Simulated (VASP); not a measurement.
A run of VASP 6.6.1 is set up as follows.

INCAR

```
SYSTEM = Cu
PREC = Accurate
ENCUT = 700
EDIFF = 1E-6
ISMEAR = 0
SIGMA = 0.15
LREAL = .FALSE.
LASPH = .TRUE.
NELM = 120
ALGO = Normal
ISIF = 2
LWAVE = .FALSE.
LCHARG = .FALSE.
GGA = PS
NBANDS = 16
GGA_COMPAT = .FALSE.
```

KPOINTS

```
regular mesh
0
G
  24 24 24
  0 0 0
```

Contents of POSCAR:

```
Cu
1.0
   -1.4211514202      1.4211514202      1.3554402282
    1.4211514202     -1.4211514202      1.3554402282
    1.4211514202      1.4211514202     -1.3554402282
Cu
1
Direct
    0.0000000000      0.0000000000      0.0000000000
```

Potentials or basis: VASP PAW PBE potentials, release 64 (Cu_sv_GW).

Command:

```console
$ cat potpaw_PBE.64/Cu_sv_GW/POTCAR > POTCAR
$ mpirun -np 1 vasp_std > vasp.out
```

Task: Estimate the pressure.

Result: 2.4 GPa.

Caveat: the cell differs from its parent crystal (strain -0.015 along x and y, -0.015 along z); the PAW data sets were made with another functional, which shifts forces and pressure a little.
